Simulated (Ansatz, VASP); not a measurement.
## V in VASP and in Ansatz

INCAR

```
PREC     = Accurate       # precision mode
ENCUT    = 500            # plane-wave cutoff, eV
EDIFF    = 1E-6           # SCF threshold, eV
ISMEAR   = 1              # smearing method
SIGMA    = 0.15           # smearing width, eV
LREAL    = False          # projectors in reciprocal space
LASPH    = True           # aspherical terms in the spheres
NELM     = 200            # most SCF steps
ALGO     = Normal         # electronic algorithm
ISIF     = 2              # what is computed and relaxed
LWAVE    = False          # write WAVECAR
LCHARG   = False          # write CHGCAR
ISPIN    = 2              # spin polarisation
MAGMOM   = 1.95 1.95      # initial moments
LORBIT   = 11             # projections on sites
LMAXMIX  = 4              # l up to which the mixer works
LDAU     = True           # DFT+U
LDAUTYPE = 2            
LDAUL    = 2              # shell
LDAUU    = 4              # U, eV
LDAUJ    = 0            
LDAUPRINT= 1            
GGA      = PE             # functional
NBANDS   = 24             # bands
GGA_COMPAT= False
```

File KPOINTS:

```
regular mesh
0
Gamma
  5 5 3
```

POSCAR

```
V
1.0
    2.7111661676      0.0000000000      0.0000000000
   -1.3555830838      2.3479387750      0.0000000000
    0.0000000000      0.0000000000      4.3378658682
V
2
Direct
    0.3333333333      0.6666666667      0.2500000000
    0.6666666667      0.3333333333      0.7500000000
```

Input for Ansatz:

```yaml
crystal:
  lattice:
    - [2.711166167622, 0, 0]
    - [-1.355583083811, 2.347938775042, 0]
    - [0, 0, 4.337865868196]
  atoms:
    - { symbol: V, position: [0.3333333333333, 0.6666666666667, 0.25], spin: 1.95 }
    - { symbol: V, position: [0.6666666666667, 0.3333333333333, 0.75], spin: 1.95 }
kpoints:
  mp_grid: { grid: [5, 5, 3], shift: [0, 0, 0] }
hamiltonian:
  xc: pbe
  pseudopotentials: { kind: nc }
  hubbard: [{ species: V, l: d, u_eff: 4 }]
magnetization:
  spin_polarized: true
scf:
  occupations: { method: cold, width: 0.15 }
  eigensolver: { full_accuracy: true }
```

Alike in both runs: task single point; functional PBE; k mesh 5 × 5 × 3; collinear spin; Hubbard terms V d U = 4.0 eV.

|  | VASP | Ansatz |
| --- | --- | --- |
| version | VASP 6.6.1 | Ansatz 0.2 development build |
| potentials or method | VASP PAW PBE potentials, release 64 (V_sv) | scalar-relativistic |
| plane-wave cutoff (eV) | 500 | 1143 |
| occupations | methfessel-paxton of order 1, width 0.15 eV | cold, width 0.15 eV |

Ansatz gave:

```
net moment per atom (μB)                                      : 2.83
size of the moment on the site where the two differ most (μB) : 2.39
```

Problem. Estimate VASP's values.

Solution. net moment per atom (μB): 1.33; size of the moment on the site where the two differ most (μB): 1.22.

The net moments are unlike, so the other rows may belong to different states. Site moments also hang on the region over which each program counts them. The programs project onto different local orbitals, so the same U acts differently, and such runs can settle in different states. Ansatz's warnings: filled band counts differ across k points, stability check not made.

The k mesh is coarse, so the values compare programs but aren't converged.
